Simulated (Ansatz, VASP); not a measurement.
## CuO in VASP and in Ansatz

```
Cu O
1.0
     2.34465   -1.71340    0.00000
     2.34465    1.71340    0.00000
    -0.86055    0.00000    5.05944
Cu O
2 2
Cartesian
  1.1723 0.8457 0.0000
  0.7420 -0.8457 2.5297
  2.0724 -0.2841 1.2836
  1.6421 0.2841 3.8133
```

Alike in both runs: task single point; functional LDA; k mesh 7 × 7 × 4; occupations gaussian, width 0.05 eV; collinear spin; Hubbard terms Cu d U = 3.0 eV, J = 0.9 eV.

|  | VASP | Ansatz |
| --- | --- | --- |
| version | VASP 6.6.1 | Ansatz 0.2.0 |
| potentials or method | VASP PAW LDA potentials, release 64 (Cu_sv_GW, O), cutoff 700 eV | scalar-relativistic, plane waves, PAW |
| valence electrons in the cell | 50 | 50 |

|  | VASP | Ansatz | Ansatz less VASP |
| --- | --- | --- | --- |
| gap on the k mesh at the Fermi level (eV) | none | none | - |
| pressure (GPa) | -11.8 | -8.6 | +3.23 |
| traceless stress, the component that is largest in VASP (GPa) | 3.35 | 3.23 | -0.129 |
| rms of the force components (eV/Å) | 0.422 | 0.430 | +0.0081 |
| net moment per atom (μB) | 0.07 | 0.05 | -0.020 |
| size of the moment on the site where the two differ most (μB) | 0.10 | 0.06 | -0.032 |

LDA's correlation is that of Perdew and Zunger in VASP and of Perdew and Wang (1992) in Ansatz. Site moments also hang on the region over which each program counts them. The programs project onto different local orbitals, so the same U acts differently, and such runs can settle in different states. Atom by atom the forces differ by 0.008 eV/Å (rms over components). A gap of «none» marks a metal or a gap that the smearing closes. Ansatz's warnings: filled band counts differ across k points, specified occupation not kept.
